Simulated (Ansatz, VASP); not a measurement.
**One calculation of SiC, two programs**

```xyz
2
Lattice="0.0000 2.1899 2.1899 2.1899 0.0000 2.1899 2.1899 2.1899 0.0000" Properties=species:S:1:pos:R:3 pbc="T T T"
Si    1.0949    1.0949    1.0949
C     0.0000    0.0000    0.0000
```

Alike in both runs: task single point; functional PBE; k mesh 10 × 10 × 10; occupations gaussian, width 0.02 eV; no spin polarisation.

|  | VASP | Ansatz |
| --- | --- | --- |
| version | VASP 6.6.1 | Ansatz 0.2.0 |
| potentials or method | VASP PAW PBE potentials, release 64 (Si, C), cutoff 520 eV | scalar-relativistic, plane waves, PAW |
| valence electrons in the cell | 8 | 8 |

|  | VASP | Ansatz | Ansatz less VASP |
| --- | --- | --- | --- |
| gap on the k mesh at the Fermi level (eV) | 1.37 | 1.37 | +0.002 |
| least direct gap on the mesh (eV) | 4.53 | 4.53 | +0.003 |
| pressure (GPa) | 0.0 | 0.0 | +0.05 |
